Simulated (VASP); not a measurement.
A run of VASP 6.6.1:

File INCAR:

```
ALGO = Normal ; EDIFF = 1E-6
EDIFFG = -0.01 ; ENCUT = 600
GGA = PE ; IBRION = 2
ISIF = 3 ; ISMEAR = 0
LASPH = True ; LCHARG = False
LREAL = False ; LWAVE = False
NELM = 60 ; NSW = 100
PREC = Accurate ; SIGMA = 0.1
```

KPOINTS

```
k-points
0
Gamma
  14 14 14
```

POSCAR

```
Ru2F
1.0
    0.0000000000      2.7383728069      2.7383728069
    2.7383728069      0.0000000000      2.7383728069
    2.7383728069      2.7383728069      0.0000000000
Ru F
2 1
Direct
    0.2500000000      0.2500000000      0.2500000000
    0.7500000000      0.7500000000      0.7500000000
    0.5000000000      0.5000000000      0.5000000000
```

Potentials or basis: VASP PAW PBE potentials, release 64 (Ru_pv, F).

Run with:

```sh
$ cat potpaw_PBE.64/Ru_pv/POTCAR potpaw_PBE.64/F/POTCAR > POTCAR
$ mpirun -np 1 vasp_std > vasp.out
```

Hardware: 1 thread of Intel(R) Xeon(R) 6975P-C (Granite Rapids), on a shared host.

Estimate the wall time of this run.

It took 48 s on 1 thread of Intel(R) Xeon(R) 6975P-C (Granite Rapids), on a shared host, peak memory 0.25 GiB. Counts: scf iterations 18, k points 104, ion steps 2.
